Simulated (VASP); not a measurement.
# B3Ru5 (P-6m2) in VASP: a series of runs, part 2 of 2

VASP 6.6.1.

**3. Single point, PBE**

This run uses another cell than the first one, of 11.12 Å³/atom.

File INCAR:

```
SYSTEM = B3Ru5
  PREC = Accurate
  ENCUT = 520
  EDIFF = 1E-6
  ISMEAR = 0
  SIGMA = 0.1
  LREAL = .FALSE.
  LASPH = .TRUE.
  NELM = 60
  ALGO = Fast
  ISIF = 2
  LWAVE = .FALSE.
  LCHARG = .FALSE.
  GGA = PE
  NBANDS = 50
```

File KPOINTS:

```
Automatic mesh
0
G
  12 12 4
  0 0 0
```

File POSCAR:

```
B3Ru5
1.0
    2.8302221759      0.0000000000      0.0000000000
   -1.4151110880      2.4510443027      0.0000000000
    0.0000000000      0.0000000000     12.8282749810
B Ru
3 5
Direct
    0.3333333333      0.6666666667      0.7264498251
    0.3333333333      0.6666666667      0.5000000000
    0.3333333333      0.6666666667      0.2735501749
    0.0000000000      0.0000000000      0.8341916748
    0.0000000000      0.0000000000      0.3881431456
    0.0000000000      0.0000000000      0.6118568544
    0.0000000000      0.0000000000      0.1658083252
    0.3333333333      0.6666666667      0.0000000000
```

Potentials or basis: VASP PAW PBE potentials, release 64 (B, Ru_pv).

Run with:

```sh
> cat potpaw_PBE.64/B/POTCAR potpaw_PBE.64/Ru_pv/POTCAR > POTCAR
> mpirun -np 1 vasp_std > vasp.out
```

OUTCAR:

```text
SYSTEM = B3Ru5
   PREC = Accurate
   ENCUT = 520
   EDIFF = 1E-6
   ISMEAR = 0
   LREAL = .FALSE.
   LASPH = .TRUE.
   NELM = 60
   ISIF = 2
   GGA = PE

 ion  position               nearest neighbor table
   1  0.333  0.667  0.726-   4 2.14   4 2.14   4 2.14   6 2.20   6 2.20   6 2.20
   2  0.333  0.667  0.500-   5 2.17   6 2.17   5 2.17   6 2.17   5 2.17   6 2.17
   3  0.333  0.667  0.274-   7 2.14   7 2.14   7 2.14   5 2.20   5 2.20   5 2.20
   4  0.000  0.000  0.834-   1 2.14   1 2.14   1 2.14   8 2.68   8 2.68   8 2.68   6 2.85
   5  0.000  0.000  0.388-   2 2.17   2 2.17   2 2.17   3 2.20   3 2.20   3 2.20   7 2.85   6 2.87

[... 1490 lines left out ...]
  Total        0.0061670      0.0061670      0.0133057     -0.0000000      0.0000000     -0.0000000
  in kB        0.1110319      0.1110319      0.2395563     -0.0000000      0.0000000     -0.0000000
  external PRESSURE =       0.1538733 kB  Pullay stress =       0.0000000 kB

 VOLUME and BASIS-vectors are now :
 -----------------------------------------------------------------------------
  energy-cutoff  :      520.00
  volume of cell :       88.99
      direct lattice vectors                 reciprocal lattice vectors
     2.830222176  0.000000000  0.000000000     0.353329152  0.203994681  0.000000000
    -1.415111088  2.451044303  0.000000000     0.000000000  0.407989361  0.000000000
     0.000000000  0.000000000 12.828274981     0.000000000  0.000000000  0.077952804

 POSITION                                       TOTAL-FORCE (eV/Angst)
 -----------------------------------------------------------------------------------
     -0.00000      1.63403      9.31910        -0.000000      0.000000     -0.013411
     -0.00000      1.63403      6.41414         0.000000      0.000000      0.000000
     -0.00000      1.63403      3.50918         0.000000      0.000000      0.013411
      0.00000      0.00000     10.70124        -0.000000      0.000000      0.024206
      0.00000      0.00000      4.97921         0.000000      0.000000     -0.002923
      0.00000      0.00000      7.84907         0.000000     -0.000000      0.002923
      0.00000      0.00000      2.12703        -0.000000     -0.000000     -0.024206
     -0.00000      1.63403      0.00000        -0.000000      0.000000      0.000000
 -----------------------------------------------------------------------------------
    total drift:                                0.000000     -0.000000      0.000000

  FREE ENERGIE OF THE ION-ELECTRON SYSTEM (eV)
  ---------------------------------------------------
  free  energy   TOTEN  =       -67.9010597713 eV

  energy  without entropy=      -67.8762417567  energy(sigma->0) =      -67.88865076
```

stdout:

```text
POSCAR found type information on POSCAR B Ru
 POSCAR found :  2 types and       8 ions
 scaLAPACK will be used
 LDA part: xc-table for (Slater+PW92), standard interpolation
 POSCAR, INCAR and KPOINTS ok, starting setup
 FFT: planning ... GRIDC
 FFT: planning ... GRID_SOFT
 FFT: planning ... GRID
 WAVECAR not read
 entering main loop
```

It took 3.7 min on 1 thread of Intel Xeon Platinum 8488C (Sapphire Rapids), shared host; peak memory 0.34 GiB.

What came out:

```
Free energy            : -67.9011 eV
Pressure               : 0.0 GPa
Largest force          : 0.024 eV/Å
Band gap on the k mesh : zero (an odd number of electrons rules out a gap without spin polarisation)
```

Forces on the atoms (eV/Å):
```
B    0.000  0.000 -0.013
B    0.000  0.000  0.000
B    0.000  0.000  0.013
Ru   0.000  0.000  0.024
Ru   0.000  0.000 -0.003
Ru   0.000  0.000  0.003
Ru   0.000  0.000 -0.024
Ru   0.000  0.000  0.000
```

Levels at points of the mesh, in eV from the Fermi level:
| k point | band 37 | band 38 | band 39 | band 40 | band 41 | band 42 |
| --- | --- | --- | --- | --- | --- | --- |
| (0.00, 0.00, 0.00) | -1.66 | -1.66 | -0.82 | -0.43 | -0.43 | -0.14 |
| (0.50, 0.00, 0.00) | 0.29 | 0.30 | 0.69 | 0.91 | 0.93 | 1.22 |
| (0.00, 0.00, 0.50) | -1.06 | -1.06 | -1.00 | -1.00 | -0.87 | 0.13 |
| (0.50, 0.00, 0.50) | -0.02 | 0.21 | 0.80 | 0.84 | 0.96 | 1.20 |

**4. Single point, PBE (11.79 Å³/atom)**

This run uses another cell than the first one, of 11.79 Å³/atom.

File INCAR:

```
  ALGO = Fast
  EDIFF = 1E-7
  ENCUT = 520
  GGA = PE
  ISIF = 2
  ISMEAR = 0
  LASPH = True
  LCHARG = True
  LELF = True
  LREAL = False
  LVHAR = True
  LWAVE = False
  NBANDS = 50
  NELM = 60
  PREC = Accurate
  SIGMA = 0.1
```

File KPOINTS:

```
k-points
0
Gamma
  12 12 4
```

File POSCAR:

```
B3Ru5
1.0
    2.8922045216      0.0000000000      0.0000000000
   -1.4461022608      2.5047225887      0.0000000000
    0.0000000000      0.0000000000     13.0213851112
B Ru
3 5
Direct
    0.3333333333      0.6666666667      0.7263742045
    0.3333333333      0.6666666667      0.5000000000
    0.3333333333      0.6666666667      0.2736257955
    0.0000000000      0.0000000000      0.8333065040
    0.0000000000      0.0000000000      0.3883998639
    0.0000000000      0.0000000000      0.6116001361
    0.0000000000      0.0000000000      0.1666934960
    0.3333333333      0.6666666667      0.0000000000
```

Run with:

```sh
> cat potpaw_PBE.64/B/POTCAR potpaw_PBE.64/Ru_pv/POTCAR > POTCAR
> mpirun -np 1 vasp_std > vasp.out
```

Run time: 4.2 min. Hardware: 1 thread of Intel Xeon Platinum 8488C (Sapphire Rapids), shared host; peak memory 0.36 GiB.

The run converged. Its results:

```
Free energy            : -67.6352 eV
Pressure               : -15.3 GPa
Largest force          : 0.009 eV/Å
Band gap on the k mesh : zero (an odd number of electrons rules out a gap without spin polarisation)
```

Forces on the atoms (eV/Å):
```
B    0.000  0.000 -0.003
B    0.000  0.000  0.000
B    0.000  0.000  0.003
Ru   0.000  0.000  0.009
Ru   0.000  0.000 -0.001
Ru   0.000  0.000  0.001
Ru   0.000  0.000 -0.009
Ru   0.000  0.000  0.000
```

Levels at points of the mesh, in eV from the Fermi level:
```
           k point  band 35  band 36  band 37  band 38  band 39  band 40  band 41  band 42  band 43  band 44
(0.00, 0.00, 0.00)    -1.64    -1.64    -1.55    -1.55    -0.75    -0.39    -0.39    -0.14    -0.14     0.72
(0.50, 0.00, 0.00)    -0.70    -0.28     0.25     0.31     0.59     0.80     0.82     1.09     1.17     1.62
(0.00, 0.00, 0.50)    -1.91    -1.91    -0.98    -0.98    -0.94    -0.94    -0.79     0.12     0.12     0.67
(0.50, 0.00, 0.50)    -0.53    -0.24     0.03     0.23     0.70     0.73     0.84     1.07     1.17     1.52
```

Caveat: the cell stands under tension.

**5. The runs side by side**

```tsv
cell	further INCAR settings	gap on the mesh (eV)	pressure (GPa)	largest force (eV/Å)
a = 2.767, b = 2.767, c = 12.620 Å, angles 90.0, 90.0, 120.0°, 8 atoms, atomic positions A	ALGO = Fast; EDIFF = 1e-06; NBANDS = 50	none	21.4	0.03
a = 2.830, b = 2.830, c = 12.828 Å, angles 90.0, 90.0, 120.0°, 8 atoms, atomic positions A	ALGO = Fast; EDIFF = 1e-06; NBANDS = 50	none	0.0	0.02
a = 2.892, b = 2.892, c = 13.021 Å, angles 90.0, 90.0, 120.0°, 8 atoms, atomic positions B	ALGO = Fast; EDIFF = 1e-07; NBANDS = 50	none	-15.3	0.01
```

Alike in all rows: task single point; level PBE; potentials or basis VASP PAW PBE potentials, release 64 (B, Ru_pv); no spin polarisation; k mesh 12 × 12 × 4; cutoff (eV) 520; smearing gaussian 0.1 eV.

Caveats: the cell stands under pressure (at least some runs); the cell stands under tension (at least some runs).

Total energies depend on the potentials used, so only differences within one code and one set of settings carry meaning.
